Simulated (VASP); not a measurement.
# In (I4/mmm) in VASP: further runs, part 2 of 2

VASP 6.6.1. Earlier steps stand in the parts before.

### Step 4. Single point, PBE (strain +0.040 along x and y, +0.080 along z)

Contents of INCAR:

```
SYSTEM = In
  PREC = Accurate
  ENCUT = 520
  EDIFF = 1E-6
  ISMEAR = 0
  SIGMA = 0.15
  LREAL = .False.
  LASPH = .True.
  NELM = 60
  ALGO = Fast
  ISIF = 2
  LWAVE = .False.
  LCHARG = .False.
  GGA = PE
  NBANDS = 12
```

Contents of KPOINTS:

```
Automatic mesh
0
Gamma
  18 18 18
  0 0 0
```

Contents of POSCAR:

```
In
1.0
   -1.9578262496      1.9578262496      2.0331272592
    1.9578262496     -1.9578262496      2.0331272592
    1.9578262496      1.9578262496     -2.0331272592
In
1
Direct
    0.0000000000      0.0000000000      0.0000000000
```

Potentials or basis: VASP PAW PBE potentials, release 64 (In_d).

Run with:

```console
$ cat potpaw_PBE.64/In_d/POTCAR > POTCAR
$ mpirun -np 1 vasp_std > vasp.out
```

OUTCAR:

```text
SYSTEM = In
   PREC = Accurate
   ENCUT = 520
   EDIFF = 1E-6
   ISMEAR = 0
   LREAL = .False.
   LASPH = .True.
   NELM = 60
   ISIF = 2
   GGA = PE

 ion  position               nearest neighbor table
   1  0.000  0.000  0.000-

  LATTYP: Found a body centered tetragonal cell.
 ALAT       =     3.9156524992
 C/A-ratio  =     1.0384615385

  Lattice vectors:

 A1 = (  -1.9578262496,   1.9578262496,   2.0331272592)
 A2 = (   1.9578262496,  -1.9578262496,   2.0331272592)
 A3 = (   1.9578262496,   1.9578262496,  -2.0331272592)

Analysis of symmetry for initial positions (statically):
=====================================================================
 Subroutine PRICEL returns:
 Original cell was already a primitive cell.

 Routine SETGRP: Setting up the symmetry group for a
 body centered tetragonal supercell.

 Subroutine GETGRP returns: Found 16 space group operations
 (whereof 16 operations were pure point group operations)
 out of a pool of 16 trial point group operations.

The static configuration has the point symmetry D_4h.

Analysis of symmetry for dynamics (positions and initial velocities):
=====================================================================
 Subroutine PRICEL returns:
 Original cell was already a primitive cell.

 Routine SETGRP: Setting up the symmetry group for a
 body centered tetragonal supercell.

 Subroutine GETGRP returns: Found 16 space group operations
 (whereof 16 operations were pure point group operations)
 out of a pool of 16 trial point group operations.

The dynamic configuration has the point symmetry D_4h.

 Subroutine INISYM returns: Found 16 space group operations
 (whereof 16 operations are pure point group operations),
 and found     1 'primitive' translations

----------------------------------------------------------------------------------------

                                     Primitive cell

  volume of cell :      31.1726

  direct lattice vectors                    reciprocal lattice vectors
    -1.957826250  1.957826250  2.033127259     0.000000000  0.255385277  0.245926563
     1.957826250 -1.957826250  2.033127259     0.255385277  0.000000000  0.245926563
     1.957826250  1.957826250 -2.033127259     0.255385277  0.255385277  0.000000000

  length of vectors
     3.435079868  3.435079868  3.435079868     0.354544094  0.354544094  0.361169323

  position of ions in fractional coordinates (direct lattice)
     0.000000000  0.000000000  0.000000000

  ion indices of the primitive-cell ions
   primitive index   ion index
                 1           1

----------------------------------------------------------------------------------------

 KPOINTS: Automatic mesh

Automatic generation of k-mesh.
 Grid dimensions read from file:
 generate k-points for:   18   18   18

 Generating k-lattice:

  Cartesian coordinates                     Fractional coordinates (reciprocal lattice)
     0.000000000  0.014188071  0.013662587     0.055555556 -0.000000000  0.000000000
     0.014188071  0.000000000  0.013662587    -0.000000000  0.055555556  0.000000000
     0.014188071  0.014188071  0.000000000     0.000000000  0.000000000  0.055555556

  Length of vectors
     0.019696894  0.019696894  0.020064962

  Shift w.r.t. Gamma in fractional coordinates (k-lattice)
     0.000000000  0.000000000  0.000000000

 Subroutine IBZKPT returns following result:
 ===========================================

 Found    480 irreducible k-points:

 Following reciprocal coordinates:
            Coordinates               Weight
  0.000000  0.000000  0.000000      1.000000
  0.055556  0.000000 -0.000000      8.000000
  0.111111  0.000000 -0.000000      8.000000
  0.166667  0.000000  0.000000      8.000000
  0.222222  0.000000  0.000000      8.000000
  0.277778  0.000000  0.000000      8.000000
[... 16 lines left out ...]
 -0.277778  0.055556  0.000000     16.000000
 -0.222222  0.055556  0.000000     16.000000
 [... further k-points ...]
   k-points           NKPTS =    480   k-points in BZ     NKDIM =    480   number of bands    NBANDS=     12
   number of dos      NEDOS =    301   number of ions     NIONS =      1
   total plane-waves  NPLWV =  21952
   dimension x,y,z NGX =    28 NGY =   28 NGZ =   28
   dimension x,y,z NGXF=    56 NGYF=   56 NGZF=   56
   ions per type =               1
   NGX,Y,Z   is equivalent  to a cutoff of  13.55, 13.55, 13.55 a.u.
   NGXF,Y,Z  is equivalent  to a cutoff of  27.10, 27.10, 27.10 a.u.
 SYSTEM =  In
   PREC   = accura    normal or accurate (medium, high low for compatibility)
   ISTART =      0    job   : 0-new  1-cont  2-samecut
   ICHARG =      2    charge: 1-file 2-atom 10-const
   ISPIN  =      1    spin polarized calculation?
   LNONCOLLINEAR =      F non collinear calculations
   LSORBIT =      F    spin-orbit coupling
   LASPH  =      T    aspherical Exc in radial PAW
   ENCUT  =  520.0 eV  38.22 Ry    6.18 a.u.   6.39  6.39  6.39*2*pi/ulx,y,z
   NELM   =     60;   NELMIN=  2; NELMDL= -5     # of ELM steps
   EDIFF  = 0.1E-05   stopping-criterion for ELM
   LREAL  =      F    real-space projection
   EDIFFG = 0.1E-04   stopping-criterion for IOM
   NSW    =      0    number of steps for IOM
   IBRION =     -1    ionic relax: 0-MD 1-quasi-New 2-CG
   NFREE  =      0    steps in history (QN), initial steepest desc. (CG)
   ISIF   =      2    stress and relaxation
   ISYM   =      2    0-nonsym 1-usesym 2-fastsym
   POTIM  = 0.5000    time-step for ionic-motion
   TEBEG  =    0.0;   TEEND  =   0.0 temperature during run
   PSTRESS=    0.0 pullay stress
   NELECT =      13.0000    total number of electrons
   NUPDOWN=      -1.0000    fix difference up-down
   EMIN   =  10.00;   EMAX   =-10.00  energy-range for DOS
   EFERMI =   0.00;   METHOD = LEGACY
   ISMEAR =     0;   SIGMA  =   0.15  broadening in eV -4-tet -1-fermi 0-gaus
   EFERMI_NEDOS =   21; number of points for ismear=-14 and -15
   IALGO  =     68    algorithm
   IMIX   =      4    mixing-type and parameters
     AMIX     =   0.40;   BMIX     =  1.00
     AMIX_MAG =   1.60;   BMIX_MAG =  1.00
  volume/ion in A,a.u.               =      31.17       210.36
  Fermi-wavevector in a.u.,A,eV,Ry     =   1.223109  2.311340 20.354241  1.495995
  Thomas-Fermi vector in A             =   2.358231
   LORBIT       =      0    0 simple, 1 ext, 2 COOP (PROOUT), +10 PAW based schemes
   GGA     = PE    functional components
   LHFCALC =     F    Hartree Fock is set to
   AEXX    =    0.0000 exact exchange contribution
   IVDW    =     0    specifies the selected vdW correction
   LEPSILON=     F    determine dielectric tensor
   LRPA    =     F    only Hartree local field effects (RPA)
 non-spin polarized calculation
 RMM-DIIS sequential band-by-band and
 Gauss-broadening in eV      SIGMA  =   0.15
  energy-cutoff  :      520.00
  volume of cell :       31.17
 maximum number of plane-waves:       860
 NGX is ok and might be reduce to    28
   NGX = 13   NGY = 13   NGZ = 13

 number of electron      13.0000000 magnetization

 Free energy of the ion-electron system (eV)
  ---------------------------------------------------
  ext. energy  EPLUGINS =         0.00000000
  ---------------------------------------------------
  free energy    TOTEN  =        -2.51808727 eV

  energy without entropy =       -2.51240874  energy(sigma->0) =       -2.51524800

 E-fermi :   5.6951     XC(G=0):  -9.4494

 val. band max:        5.6831092925   @ k =   0.2222   0.2222   0.1111
 cond. band min:       5.6978462335   @ k =   0.3333   0.2778   0.1111
 fundamental gap:      0.0147369410
 Fermi energy:         5.6951396268

 k-point     1 :       0.0000    0.0000    0.0000
  band No.  band energies     occupation
      1      -8.8417      2.00000
      2      -8.8417      2.00000
      3      -8.8224      2.00000
      4      -8.6699      2.00000
      5      -8.6543      2.00000
      6      -2.7290      2.00000
      7      14.8806      0.00000
      8      15.0726      0.00000
      9      15.0726      0.00000
     10      17.8611      0.00000
     11      18.3358      0.00000
     12      18.3364      0.00000
[... 331 lines left out ...]
 k-point    24 :      -0.2222    0.0556    0.0000
  band No.  band energies     occupation
      1      -8.8511      2.00000
      2      -8.8232      2.00000
      3      -8.7394      2.00000
      4      -8.6853      2.00000
      5      -8.6611      2.00000
      6      -1.9175      2.00000
      7      10.3774      0.00000
      8      12.7978      0.00000
      9      13.6857      0.00000
     10      16.3138      0.00000
     11      16.6794      0.00000
     12      17.6687      0.00000

 [... further k-points ...]

------------------------ aborting loop because EDIFF is reached ----------------------------------------

  FORCE on cell =-STRESS in cart. coord.  units (eV):
  Direction    XX          YY          ZZ          XY          YZ          ZX
  --------------------------------------------------------------------------------------
  -------------------------------------------------------------------------------------
  Total       -0.5724230     -0.5724230     -0.6093546      0.0000000     -0.0000000      0.0000000
  in kB      -29.4208235    -29.4208235    -31.3189956      0.0000000     -0.0000000      0.0000000
  external PRESSURE =     -30.0535475 kB  Pullay stress =       0.0000000 kB

 VOLUME and BASIS-vectors are now :
 -----------------------------------------------------------------------------
  energy-cutoff  :      520.00
  volume of cell :       31.17
      direct lattice vectors                 reciprocal lattice vectors
    -1.957826250  1.957826250  2.033127259     0.000000000  0.255385277  0.245926563
     1.957826250 -1.957826250  2.033127259     0.255385277  0.000000000  0.245926563
     1.957826250  1.957826250 -2.033127259     0.255385277  0.255385277  0.000000000

 POSITION                                       TOTAL-FORCE (eV/Angst)
 -----------------------------------------------------------------------------------
      0.00000      0.00000      0.00000        -0.000000      0.000000      0.000000
 -----------------------------------------------------------------------------------
    total drift:                               -0.000000     -0.000000     -0.000000

  FREE ENERGIE OF THE ION-ELECTRON SYSTEM (eV)
  ---------------------------------------------------
  free  energy   TOTEN  =        -2.5180872714 eV

  energy  without entropy=       -2.5124087380  energy(sigma->0) =       -2.51524800
```

OSZICAR:

```text
N       E                     dE             d eps       ncg     rms          rms(c)
DAV:   1     0.777461015789E+02    0.77746E+02   -0.62075E+03 11660   0.128E+03
DAV:   2     0.139700162910E+01   -0.76349E+02   -0.74689E+02 12072   0.283E+02
DAV:   3    -0.244024447546E+01   -0.38372E+01   -0.38265E+01 13780   0.642E+01
DAV:   4    -0.253149040994E+01   -0.91246E-01   -0.91223E-01 14444   0.103E+01
DAV:   5    -0.253574248549E+01   -0.42521E-02   -0.42519E-02 15768   0.190E+00    0.156E+00
RMM:   6    -0.252073446927E+01    0.15008E-01   -0.21561E-02 13973   0.224E+00    0.836E-01
RMM:   7    -0.251803898767E+01    0.26955E-02   -0.89882E-03 13371   0.116E+00    0.191E-01
RMM:   8    -0.251801286501E+01    0.26123E-04   -0.15604E-03 14922   0.643E-01    0.461E-02
RMM:   9    -0.251807363713E+01   -0.60772E-04   -0.50923E-04 16230   0.247E-01    0.339E-02
RMM:  10    -0.251808089557E+01   -0.72584E-05   -0.16500E-04 15118   0.239E-01    0.586E-03
RMM:  11    -0.251808555274E+01   -0.46572E-05   -0.71478E-05 18568   0.912E-02    0.531E-03
RMM:  12    -0.251808708296E+01   -0.15302E-05   -0.16543E-05 13948   0.470E-02    0.461E-03
RMM:  13    -0.251808727137E+01   -0.18841E-06   -0.17152E-06  8052   0.153E-02
   1 F= -.25180873E+01 E0= -.25152480E+01  d E =-.567853E-02
```

stdout:

```text
POSCAR found type information on POSCAR In
 POSCAR found :  1 types and       1 ions
 scaLAPACK will be used
 LDA part: xc-table for (Slater+PW92), standard interpolation
 POSCAR, INCAR and KPOINTS ok, starting setup
 FFT: planning ... GRIDC
 FFT: planning ... GRID_SOFT
 FFT: planning ... GRID
 WAVECAR not read
 entering main loop
WARNING in EDDRMM: call to ZHEGV failed, returncode =   8  4     10
WARNING in EDDRMM: call to ZHEGV failed, returncode =   6  3     11
```

It took 73 s on 1 thread of Intel Xeon 6975P-C (Granite Rapids), shared host; peak memory 0.29 GiB.

Results:

```
Free energy : -2.5181 eV
Pressure    : -3.0 GPa
```

Caveat: the cell differs from its parent crystal (strain +0.040 along x and y, +0.080 along z); spin-orbit coupling is left out, which moves the levels of the heavy elements.

### Step 5. Single point, PBE (strain +0.080 along x and y, +0.040 along z)

Contents of INCAR:

```
SYSTEM = In
PREC     = Accurate       ! precision mode
ENCUT    = 520            ! plane-wave cutoff, eV
EDIFF    = 1E-6           ! SCF threshold, eV
ISMEAR   = 0              ! smearing method
SIGMA    = 0.15           ! smearing width, eV
LREAL    = .False.        ! projectors in reciprocal space
LASPH    = .True.         ! aspherical terms in the spheres
NELM     = 80             ! most SCF steps
ALGO     = Fast           ! electronic algorithm
ISIF     = 2              ! what is computed and relaxed
LWAVE    = .False.        ! write WAVECAR
LCHARG   = .False.        ! write CHGCAR
GGA      = PE             ! functional
NBANDS   = 12             ! bands
```

Contents of KPOINTS:

```
regular mesh
0
Gamma
  18 18 18
  0 0 0
```

Contents of POSCAR:

```
In
1.0
   -2.0331272592      2.0331272592      1.9578262496
    2.0331272592     -2.0331272592      1.9578262496
    2.0331272592      2.0331272592     -1.9578262496
In
1
Direct
    0.0000000000      0.0000000000      0.0000000000
```

Run with:

```console
$ cat potpaw_PBE.64/In_d/POTCAR > POTCAR
$ mpirun -np 1 vasp_std > vasp.out
```

It took 76 s on 1 thread of Intel Xeon 6975P-C (Granite Rapids), shared host; peak memory 0.29 GiB.

It converged, with:

```
Free energy : -2.4940 eV
Pressure    : -3.6 GPa
```

Stress tensor (GPa, compression positive):
```
-3.62  0.00  0.00
 0.00 -3.62  0.00
 0.00  0.00 -3.47
```

Levels at points of the mesh, in eV from the Fermi level:
```csv
k point,band 3,band 4,band 5,band 6,band 7,band 8,band 9,band 10
"(0.00, 0.00, 0.00)",-14.51,-14.36,-14.35,-8.21,8.87,8.87,9.14,12.22
"(0.50, 0.00, 0.00)",-14.37,-14.35,-14.26,-3.83,-2.34,4.87,6.32,8.50
"(0.50, 0.50, 0.00)",-14.38,-14.36,-14.26,-4.05,-2.44,5.31,6.91,9.04
"(0.50, 0.50, 0.50)",-14.28,-14.28,-14.28,-0.38,1.06,1.06,1.71,4.79
```

Caveat: the cell differs from its parent crystal (strain +0.080 along x and y, +0.040 along z); spin-orbit coupling is left out, which moves the levels of the heavy elements.

### Step 6. Single point, PBE (strain -0.080 along x and y, -0.040 along z)

Contents of INCAR:

```
SYSTEM = In
ALGO     = Fast           ! electronic algorithm
EDIFF    = 1E-6           ! SCF threshold, eV
ENCUT    = 520            ! plane-wave cutoff, eV
GGA      = PE             ! functional
ISIF     = 2              ! what is computed and relaxed
ISMEAR   = 0              ! smearing method
LASPH    = .TRUE.         ! aspherical terms in the spheres
LCHARG   = .FALSE.        ! write CHGCAR
LREAL    = .FALSE.        ! projectors in reciprocal space
LWAVE    = .FALSE.        ! write WAVECAR
NBANDS   = 12             ! bands
NELM     = 60             ! most SCF steps
PREC     = Accurate       ! precision mode
SIGMA    = 0.15           ! smearing width, eV
```

Contents of KPOINTS:

```
k-points
0
G
  18 18 18
  0 0 0
```

Contents of POSCAR:

```
In
1.0
   -1.7319232208      1.7319232208      1.8072242304
    1.7319232208     -1.7319232208      1.8072242304
    1.7319232208      1.7319232208     -1.8072242304
In
1
Direct
    0.0000000000      0.0000000000      0.0000000000
```

Potentials or basis: VASP PAW PBE potentials, release 64 (In_d).

Run with:

```console
$ cat potpaw_PBE.64/In_d/POTCAR > POTCAR
$ mpirun -np 1 vasp_std > vasp.out
```

Run time: 35 s. Hardware: 1 thread of Intel Xeon 6975P-C (Granite Rapids), shared host; peak memory 0.23 GiB.

The run converged. Its results:

```yaml
Free_energy: -2.3129 eV
Pressure: 16.3 GPa
```

Stress tensor (GPa, compression positive):
```
16.15  0.00  0.00
 0.00 16.15  0.00
 0.00  0.00 16.52
```

Levels at points of the mesh, in eV from the Fermi level:
| k point | band 3 | band 4 | band 5 | band 6 | band 7 | band 8 | band 9 | band 10 |
| --- | --- | --- | --- | --- | --- | --- | --- | --- |
| (0.00, 0.00, 0.00) | -14.98 | -14.61 | -14.55 | -11.00 | 13.03 | 13.09 | 13.17 | 13.17 |
| (0.50, 0.00, 0.00) | -14.64 | -14.57 | -14.30 | -4.14 | -4.07 | 7.08 | 8.22 | 11.47 |
| (0.50, 0.50, 0.00) | -14.56 | -14.56 | -14.29 | -3.96 | -3.69 | 6.35 | 7.41 | 10.71 |
| (0.50, 0.50, 0.50) | -14.38 | -14.36 | -14.36 | 0.55 | 1.55 | 1.55 | 2.37 | 5.51 |

Caveat: the cell differs from its parent crystal (strain -0.080 along x and y, -0.040 along z); spin-orbit coupling is left out, which moves the levels of the heavy elements.

### Step 7. Overview

```csv
cell,further INCAR settings,gap on the mesh (eV),pressure (GPa)
"a = 3.305 Å, angles 110.5, 110.5, 107.3°, 1 atom",ALGO = Fast; EDIFF = 1e-06; NBANDS = 12,none,0.0
"a = 3.348 Å, angles 108.4, 108.4, 111.6°, 1 atom",ALGO = Fast; EDIFF = 1e-07; NBANDS = 12,none,-1.3
"a = 3.435 Å, angles 110.5, 110.5, 107.4°, 1 atom",ALGO = Fast; EDIFF = 1e-06; NBANDS = 12,none,-3.0
"a = 3.479 Å, angles 108.5, 108.5, 111.5°, 1 atom",ALGO = Fast; EDIFF = 1e-06; NBANDS = 12,none,-3.6
"a = 3.044 Å, angles 110.6, 110.6, 107.2°, 1 atom",ALGO = Fast; EDIFF = 1e-06; NBANDS = 12,none,16.3
```

Alike in all rows: task single point; level PBE; potentials or basis VASP PAW PBE potentials, release 64 (In_d); no spin polarisation; k mesh 18 × 18 × 18; cutoff (eV) 520; smearing gaussian 0.15 eV.

Caveats: spin-orbit coupling is left out, which moves the levels of the heavy elements.

Absolute energies hang on the potentials; compare differences alone.
